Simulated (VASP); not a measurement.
# TiO2 (rutile type) (P4_2/mnm) in VASP: a series of runs

TiO2 (rutile type) is run at these levels: PBE; tasks: relaxation of cell and atoms.

Program: VASP 6.6.1. These are calculated values, not measurements. Logs are shortened: lines on timing, memory, paths and dates and some standing lists are left out, and cuts for length are marked.

### Step 1. The cell of the first run

The structure is tetragonal, space group P4_2/mnm (No. 136). Conventional cell: a = 4.433 Å, b = 4.433 Å, c = 2.926 Å, α = 90.00°, β = 90.00°, γ = 90.00°. Within 2.5 Å of Ti (site symmetry mmm) lie 6 O at 1.91 Å. Within 2.5 Å of O (site symmetry m2m) lie 3 Ti at 1.91 Å and 1 O at 2.45 Å.

### Step 2. Relaxation of cell and atoms, PBE, target pressure 30 GPa, at which the enthalpy is minimised

INCAR

```
PREC     = Accurate       # precision mode
ENCUT    = 600            # plane-wave cutoff, eV
EDIFF    = 1E-6           # SCF threshold, eV
ISMEAR   = -1             # smearing method
SIGMA    = 0.08           # smearing width, eV
LREAL    = F              # projectors in reciprocal space
LASPH    = T              # aspherical terms in the spheres
NELM     = 80             # most SCF steps
ALGO     = Normal         # electronic algorithm
ISIF     = 3              # what is computed and relaxed
LWAVE    = F              # write WAVECAR
LCHARG   = F              # write CHGCAR
GGA      = PE             # functional
IBRION   = 2              # ionic algorithm
NSW      = 60             # ionic steps
EDIFFG   = -0.005         # ionic threshold
PSTRESS  = 300.0
```

KPOINTS

```
regular mesh
0
Gamma
  7 7 11
```

POSCAR

```
TiO2
1.0
    4.4333789224      0.0000000000      0.0000000000
    0.0000000000      4.4333789224      0.0000000000
    0.0000000000      0.0000000000      2.9260300888
Ti O
2 4
Direct
    0.0000000000      0.0000000000      0.0000000000
    0.5000000000      0.5000000000      0.5000000000
    0.3050000000      0.3050000000      0.0000000000
    0.6950000000      0.6950000000      0.0000000000
    0.8050000000      0.1950000000      0.5000000000
    0.1950000000      0.8050000000      0.5000000000
```

Potentials or basis: VASP PAW PBE potentials, release 64 (Ti_sv, O).

Command:

```bash
$ cat potpaw_PBE.64/Ti_sv/POTCAR potpaw_PBE.64/O/POTCAR > POTCAR
$ mpirun -np 1 vasp_std > vasp.out
```

OUTCAR:

```text
PREC = Accurate
   ENCUT = 600
   EDIFF = 1E-6
   ISMEAR = -1
   LREAL = F
   LASPH = T
   NELM = 80
   ISIF = 3
   GGA = PE
   IBRION = 2
   NSW = 60
   EDIFFG = -0.005
   PSTRESS = 300.0

 ion  position               nearest neighbor table
   1  0.000  0.000  0.000-   5 1.91   6 1.91   5 1.91   6 1.91   3 1.91   4 1.91
   2  0.500  0.500  0.500-   3 1.91   4 1.91   3 1.91   4 1.91   5 1.91   6 1.91
   3  0.305  0.305  0.000-   2 1.91   2 1.91   1 1.91
   4  0.695  0.695  0.000-   2 1.91   2 1.91   1 1.91
   5  0.805  0.195  0.500-   1 1.91   1 1.91   2 1.91
   6  0.195  0.805  0.500-   1 1.91   1 1.91   2 1.91

  LATTYP: Found a simple tetragonal cell.
 ALAT       =     4.4333789224
 C/A-ratio  =     0.6600000000

  Lattice vectors:

 A1 = (   4.4333789224,   0.0000000000,   0.0000000000)
 A2 = (   0.0000000000,   4.4333789224,   0.0000000000)
 A3 = (   0.0000000000,   0.0000000000,   2.9260300888)

Analysis of symmetry for initial positions (statically):
=====================================================================
 Subroutine PRICEL returns:
 Original cell was already a primitive cell.

 Routine SETGRP: Setting up the symmetry group for a
 simple tetragonal supercell.

 Subroutine GETGRP returns: Found 16 space group operations
 (whereof  8 operations were pure point group operations)
 out of a pool of 16 trial point group operations.

The static configuration has the point symmetry D_2h.
 The point group associated with its full space group is D_4h.

Analysis of symmetry for dynamics (positions and initial velocities):
=====================================================================
 Subroutine PRICEL returns:
 Original cell was already a primitive cell.

 Routine SETGRP: Setting up the symmetry group for a
 simple tetragonal supercell.

 Subroutine GETGRP returns: Found 16 space group operations
 (whereof  8 operations were pure point group operations)
 out of a pool of 16 trial point group operations.

The dynamic configuration has the point symmetry D_2h.
 The point group associated with its full space group is D_4h.

 Subroutine INISYM returns: Found 16 space group operations
 (whereof  8 operations are pure point group operations),
 and found     1 'primitive' translations

----------------------------------------------------------------------------------------

                                     Primitive cell

  volume of cell :      57.5107

  direct lattice vectors                    reciprocal lattice vectors
     4.433378922  0.000000000  0.000000000     0.225561590  0.000000000  0.000000000
     0.000000000  4.433378922  0.000000000     0.000000000  0.225561590  0.000000000
     0.000000000  0.000000000  2.926030089     0.000000000  0.000000000  0.341759985

  length of vectors
     4.433378922  4.433378922  2.926030089     0.225561590  0.225561590  0.341759985

  position of ions in fractional coordinates (direct lattice)
     0.000000000  0.000000000  0.000000000
     0.500000000  0.500000000  0.500000000
     0.305000000  0.305000000  0.000000000
     0.695000000  0.695000000  0.000000000
     0.805000000  0.195000000  0.500000000
     0.195000000  0.805000000  0.500000000

  ion indices of the primitive-cell ions
   primitive index   ion index
                 1           1
                 2           2
                 3           3
                 4           4
                 5           5
                 6           6

----------------------------------------------------------------------------------------

 KPOINTS: regular mesh

Automatic generation of k-mesh.
 Grid dimensions read from file:
 generate k-points for:    7    7   11

 Generating k-lattice:

  Cartesian coordinates                     Fractional coordinates (reciprocal lattice)
     0.032223084  0.000000000  0.000000000     0.142857143  0.000000000  0.000000000
     0.000000000  0.032223084  0.000000000     0.000000000  0.142857143  0.000000000
     0.000000000  0.000000000  0.031069090     0.000000000  0.000000000  0.090909091

  Length of vectors
     0.032223084  0.032223084  0.031069090

  Shift w.r.t. Gamma in fractional coordinates (k-lattice)
     0.000000000  0.000000000  0.000000000

 Subroutine IBZKPT returns following result:
 ===========================================

 Found     60 irreducible k-points:

 Following reciprocal coordinates:
            Coordinates               Weight
  0.000000  0.000000  0.000000      1.000000
  0.142857  0.000000  0.000000      4.000000
  0.285714  0.000000  0.000000      4.000000
  0.428571  0.000000  0.000000      4.000000
  0.142857  0.142857  0.000000      4.000000
  0.285714  0.142857  0.000000      8.000000
[... 16 lines left out ...]
  0.285714  0.000000  0.181818      8.000000
  0.428571  0.000000  0.181818      8.000000
 [... further k-points ...]
   k-points           NKPTS =     60   k-points in BZ     NKDIM =     60   number of bands    NBANDS=     28
   number of dos      NEDOS =    301   number of ions     NIONS =      6
   total plane-waves  NPLWV =  31104
   dimension x,y,z NGX =    36 NGY =   36 NGZ =   24
   dimension x,y,z NGXF=    72 NGYF=   72 NGZF=   48
   ions per type =               2   4
   NGX,Y,Z   is equivalent  to a cutoff of  13.50, 13.50, 13.64 a.u.
   NGXF,Y,Z  is equivalent  to a cutoff of  27.00, 27.00, 27.27 a.u.
 SYSTEM =  unknown system
   PREC   = accura    normal or accurate (medium, high low for compatibility)
   ISTART =      0    job   : 0-new  1-cont  2-samecut
   ICHARG =      2    charge: 1-file 2-atom 10-const
   ISPIN  =      1    spin polarized calculation?
   LNONCOLLINEAR =      F non collinear calculations
   LSORBIT =      F    spin-orbit coupling
   LASPH  =      T    aspherical Exc in radial PAW
   ENCUT  =  600.0 eV  44.10 Ry    6.64 a.u.   8.85  8.85  5.84*2*pi/ulx,y,z
   NELM   =     80;   NELMIN=  2; NELMDL= -5     # of ELM steps
   EDIFF  = 0.1E-05   stopping-criterion for ELM
   LREAL  =      F    real-space projection
   EDIFFG = -.5E-02   stopping-criterion for IOM
   NSW    =     60    number of steps for IOM
   IBRION =      2    ionic relax: 0-MD 1-quasi-New 2-CG
   NFREE  =      1    steps in history (QN), initial steepest desc. (CG)
   ISIF   =      3    stress and relaxation
   ISYM   =      2    0-nonsym 1-usesym 2-fastsym
   POTIM  = 0.5000    time-step for ionic-motion
   TEBEG  =    0.0;   TEEND  =   0.0 temperature during run
   PSTRESS=  300.0 pullay stress
   NELECT =      48.0000    total number of electrons
   NUPDOWN=      -1.0000    fix difference up-down
   EMIN   =  10.00;   EMAX   =-10.00  energy-range for DOS
   EFERMI =   0.00;   METHOD = LEGACY
   ISMEAR =    -1;   SIGMA  =   0.08  broadening in eV -4-tet -1-fermi 0-gaus
   EFERMI_NEDOS =   21; number of points for ismear=-14 and -15
   IALGO  =     38    algorithm
   IMIX   =      4    mixing-type and parameters
     AMIX     =   0.40;   BMIX     =  1.00
     AMIX_MAG =   1.60;   BMIX_MAG =  1.00
  volume/ion in A,a.u.               =       9.59        64.68
  Fermi-wavevector in a.u.,A,eV,Ry     =   1.541366  2.912759 32.324842  2.375809
  Thomas-Fermi vector in A             =   2.647322
   LORBIT       =      0    0 simple, 1 ext, 2 COOP (PROOUT), +10 PAW based schemes
   GGA     = PE    functional components
   LHFCALC =     F    Hartree Fock is set to
   AEXX    =    0.0000 exact exchange contribution
   IVDW    =     0    specifies the selected vdW correction
   LEPSILON=     F    determine dielectric tensor
   LRPA    =     F    only Hartree local field effects (RPA)
 conjugate gradient relaxation of ions
 non-spin polarized calculation
  energy-cutoff  :      600.00
  volume of cell :       57.51
 maximum number of plane-waves:      1940
 NGX is ok and might be reduce to    36
   NGX = 17   NGY = 17   NGZ = 11

--------------------------------------- Ionic step        1  -------------------------------------------

 number of electron      47.9999967 magnetization

 Free energy of the ion-electron system (eV)
  ---------------------------------------------------
  ext. energy  EPLUGINS =         0.00000000
  ---------------------------------------------------
  free energy    TOTEN  =       -53.12768749 eV

  energy without entropy =      -53.12768717  energy(sigma->0) =      -53.12768733

------------------------ aborting loop because EDIFF is reached ----------------------------------------

  FORCE on cell =-STRESS in cart. coord.  units (eV):
  Direction    XX          YY          ZZ          XY          YZ          ZX
  --------------------------------------------------------------------------------------
  -------------------------------------------------------------------------------------
  Total       10.5533978     10.5533978      9.7529711      0.0000000      0.0000000      0.0000000
  in kB      294.0047854    294.0047854    271.7058752      0.0000000      0.0000000      0.0000000
  external PRESSURE =     -13.4281847 kB  Pullay stress =     300.0000000 kB
[... 237 lines left out ...]
  enthalpy is  TOTEN    =       -42.3801992580 eV   P V=       10.7157600800

--------------------------------------- Ionic step        7  -------------------------------------------

 number of electron      47.9999995 magnetization

 Free energy of the ion-electron system (eV)
  ---------------------------------------------------
  ext. energy  EPLUGINS =         0.00000000
  ---------------------------------------------------
  free energy    TOTEN  =       -53.09669018 eV

  energy without entropy =      -53.09668975  energy(sigma->0) =      -53.09668997

 E-fermi :   6.8018     XC(G=0): -11.8935

 val. band max:        5.8699435034   @ k =   0.0000   0.0000   0.0000
 cond. band min:       7.8258255912   @ k =   0.0000   0.0000   0.0000
 fundamental gap:      1.9558820877
 Fermi energy:         6.8017502737

 k-point     1 :       0.0000    0.0000    0.0000
  band No.  band energies     occupation
      1     -50.8541      2.00000
      2     -50.8260      2.00000
      3     -27.2632      2.00000
      4     -27.2632      2.00000
      5     -27.0266      2.00000
      6     -27.0266      2.00000
[... 733 lines left out ...]
     27       9.1314      0.00000
     28       9.2296      0.00000

 [... further k-points ...]

------------------------ aborting loop because EDIFF is reached ----------------------------------------

  FORCE on cell =-STRESS in cart. coord.  units (eV):
  Direction    XX          YY          ZZ          XY          YZ          ZX
  --------------------------------------------------------------------------------------
  -------------------------------------------------------------------------------------
  Total       10.7177675     10.7177675     10.7093315     -0.0000000      0.0000000      0.0000000
  in kB      300.0364304    300.0364304    299.8002722     -0.0000000      0.0000000      0.0000000
  external PRESSURE =      -0.0422890 kB  Pullay stress =     300.0000000 kB
[... 21 lines left out ...]
  FREE ENERGIE OF THE ION-ELECTRON SYSTEM (eV)
  ---------------------------------------------------
  free  energy   TOTEN  =       -53.0966901759 eV

  energy  without entropy=      -53.0966897548  energy(sigma->0) =      -53.09668997

  enthalpy is  TOTEN    =       -42.3802240617 eV   P V=       10.7164661142

 reached required accuracy - stopping structural energy minimisation
```

Run time: 2.9 min. Hardware: 1 thread of Intel Xeon 6975P-C (Granite Rapids), shared host; peak memory 0.24 GiB.

What came out:

```
Free energy                                                : -53.0967 eV
Relaxed volume                                             : 9.54 Å³/atom
Relaxed cell                                               : a = 4.443 Å, b = 4.443 Å, c = 2.899 Å, α = 90.00°, β = 90.00°, γ = 90.00°
Space group after relaxing (to 0.1 Å)                      : P4_2/mnm (No. 136)
Energy change on relaxing (the run minimises the enthalpy) : +5.2 meV/atom
Ionic steps                                                : 7
Pressure after relaxing                                    : 30.0 GPa
Band gap on the k mesh                                     : 1.96 eV
```

The path:
```csv
step,energy change (eV),largest force (eV/Å),pressure (GPa),volume (Å³)
1,0.0000,0.4503,28.66,57.51
2,0.1077,0.0905,32.10,56.84
3,0.0782,0.0323,31.29,56.99
4,-0.0175,0.0966,28.22,57.50
5,0.0270,0.0351,29.70,57.26
6,0.0317,0.0052,30.04,57.23
7,0.0310,0.0005,30.00,57.23
```

Final structure:
```
Ti O
1.0
     4.44322    0.00000    0.00000
     0.00000    4.44322    0.00000
     0.00000    0.00000    2.89897
Ti O
2 4
Direct
  0.00000 0.00000 0.00000
  0.50000 0.50000 0.50000
  0.30201 0.30201 0.00000
  0.69799 0.69799 0.00000
  0.80201 0.19799 0.50000
  0.19799 0.80201 0.50000
```

Caveat: the cell is relaxed towards a set pressure, so the run minimises the enthalpy, not the energy; an odd mesh through Γ misses points on the zone boundary, where band edges can lie.

(Part 1 of 2 ends here.)
